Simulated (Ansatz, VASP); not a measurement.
Two plane-wave programs on ZnO

```
Zn O
1.0
     0.00000    2.14000    2.14000
     2.14000    0.00000    2.14000
     2.14000    2.14000    0.00000
Zn O
1 1
Cartesian
  0.0000 0.0000 0.0000
  2.1400 2.1400 2.1400
```

Alike in both runs: task electric field gradients; functional PBE; k mesh 10 × 10 × 10; occupations fermi-dirac, width 0.03 eV; no spin polarisation.

|  | VASP | Ansatz |
| --- | --- | --- |
| version | VASP 6.6.1 | Ansatz 0.2.0 |
| potentials or method | VASP PAW PBE potentials, release 64 (Zn, O) | PAW with Ansatz's default frozen-core files, scalar-relativistic |
| plane-wave cutoff (eV) | 520 | 420 |
| valence electrons in the cell | 18 | 18 |

Ansatz gave:

```
pressure (GPa) : 6.2
```

Question: Estimate VASP's values.

Answer: Pressure (GPa): 7.4.
